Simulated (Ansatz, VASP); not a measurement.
## As in VASP and in Ansatz

```
As
1.0
     1.80840    1.04408    5.76882
    -1.80840    1.04408    5.76882
     0.00000   -2.08816    5.76882
As
2
Direct
  0.12663 0.12663 0.12663
  0.87337 0.87337 0.87337
```

Alike in both runs: functional PBE; k mesh 6 × 6 × 6; occupations gaussian, width 0.1 eV; no spin polarisation.

Ansatz relaxed the structure, and its values are those at the end. VASP's run is a single point on that final structure, the one shown.

|  | VASP | Ansatz |
| --- | --- | --- |
| version | VASP 6.6.1 | Ansatz 0.2.0 |
| potentials or method | VASP PAW PBE potentials, release 64 (As), cutoff 500 eV | scalar-relativistic, plane waves, PAW |
| valence electrons in the cell | 10 | 30 |

```csv
,VASP,Ansatz,Ansatz less VASP
gap on the k mesh at the Fermi level (eV),1.13,1.15,+0.023
least direct gap on the mesh (eV),1.42,1.46,+0.039
pressure (GPa),0.3,0.1,-0.23
rms of the force components (eV/Å),0.048,0.002,-0.0464
```

VASP's potentials hold 10 valence electrons a cell and Ansatz's 30, so a difference there can come from the potentials and not from the codes.
